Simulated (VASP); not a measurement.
Runs of VASP 6.6.1 on Ag. The structure is that of space group Fm-3m (No. 225), or close to it. The cells are those of the table. 

| cell | gap on the mesh (eV) | pressure (GPa) |
| --- | --- | --- |
| a = 2.694 Å, angles 60.0°, 1 atom | none | 44.4 |
| a = 2.903 Å, angles 60.0°, 1 atom | none | 0.1 |
| a = 2.781 Å, angles 60.0°, 1 atom | none | (a) |
| a = 2.378 Å, angles 60.0°, 1 atom | none | 332.3 |
| a = 2.602 Å, angles 60.0°, 1 atom | none | 87.6 |
| a = 2.843 Å, angles 60.0°, 1 atom | none | (b) |
| a = 2.501 Å, angles 60.0°, 1 atom | none | 164.8 |

Alike in all rows: task single point; level r2SCAN; potentials or basis VASP PAW PBE potentials, release 64 (Ag); no spin polarisation; k mesh 18 × 18 × 18; cutoff (eV) 520; smearing fermi-dirac 0.1 eV.

Problem. Fill in the values left out.

Solution. (a) 19.5; (b) 7.9.

Caveats: the PAW data sets were made with another functional, which shifts forces and pressure a little.

A k mesh can miss the band edges, and the runs leave out spin-orbit coupling on Ag.

A gap of «none» marks levels without a gap at the run's occupations.
